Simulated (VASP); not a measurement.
Write the native input for VASP 6.6.1 that does the following.

```yaml
Task: single point
Functional: HSE06
Potentials_or_basis: VASP PAW PBE potentials, release 64 (Li_sv, F)
Cutoff: 520 eV
k_mesh: 8 × 8 × 8
Occupations: gaussian, width 0.01 eV
Spin: no spin polarisation
Dipole_correction: no
Grid_for_exact_exchange_PRECFOCK: Normal
Further_INCAR_settings: ALGO = Normal; EDIFF = 1e-06; NBANDS = 12
Share_of_exact_exchange: 0.25
Screening_parameter: 0.2079 1/Å
```

Crystal: LiF.

```
Li F
1.0
     0.00000    1.94500    1.94500
     1.94500    0.00000    1.94500
     1.94500    1.94500    0.00000
Li F
1 1
Direct
  0.00000 0.00000 0.00000
  0.50000 0.50000 0.50000
```

This cell differs from its parent crystal: strain -2.5%.

One way to write it, as run:

POSCAR

```
LiF
1.0
    0.0000000000      1.9449999471      1.9449999471
    1.9449999471      0.0000000000      1.9449999471
    1.9449999471      1.9449999471      0.0000000000
Li F
1 1
Direct
    0.0000000000      0.0000000000      0.0000000000
    0.5000000000      0.5000000000      0.5000000000
```

INCAR.step1

```
SYSTEM = LiF
PREC     = Accurate       ! precision mode
ENCUT    = 520            ! plane-wave cutoff, eV
EDIFF    = 1E-5           ! SCF threshold, eV
ISMEAR   = 0              ! smearing method
SIGMA    = 0.01           ! smearing width, eV
LREAL    = .False.        ! projectors in reciprocal space
LASPH    = .True.         ! aspherical terms in the spheres
NELM     = 100            ! most SCF steps
ALGO     = Normal         ! electronic algorithm
ISIF     = 2              ! what is computed and relaxed
LWAVE    = .True.         ! write WAVECAR
LCHARG   = .False.        ! write CHGCAR
NBANDS   = 12             ! bands
GGA      = PE             ! functional
```

INCAR.step2

```
SYSTEM = LiF
PREC     = Accurate       ! precision mode
ENCUT    = 520            ! plane-wave cutoff, eV
EDIFF    = 1E-6           ! SCF threshold, eV
ISMEAR   = 0              ! smearing method
SIGMA    = 0.01           ! smearing width, eV
LREAL    = .False.        ! projectors in reciprocal space
LASPH    = .True.         ! aspherical terms in the spheres
NELM     = 100            ! most SCF steps
ALGO     = Normal         ! electronic algorithm
ISIF     = 2              ! what is computed and relaxed
LWAVE    = .False.        ! write WAVECAR
LCHARG   = .False.        ! write CHGCAR
GGA      = PE             ! functional
LHFCALC  = .True.         ! exact exchange
HFSCREEN = 0.2079         ! screening, 1/A
PRECFOCK = Normal       
NBANDS   = 12             ! bands
ISTART   = 1
```

KPOINTS

```
regular mesh
0
Gamma
  8 8 8
  0 0 0
```

Potentials or basis: VASP PAW PBE potentials, release 64 (Li_sv, F).

The run is started by

```sh
$ cat potpaw_PBE.64/Li_sv/POTCAR potpaw_PBE.64/F/POTCAR > POTCAR
$ cp INCAR.step1 INCAR
$ mpirun -np 1 vasp_std > vasp.out
$ cp INCAR.step2 INCAR
$ mpirun -np 1 vasp_std > vasp.out
```

It gave:

| Property | Result |
| --- | --- |
| Band gap on the k mesh | 12.45 eV |

Caveat: the cell differs from its parent crystal (strain -2.5%).

It took 15 min on 1 thread of AMD EPYC 7R13 Processor (Zen 3), with other jobs on the host, peak memory 0.2 GiB.
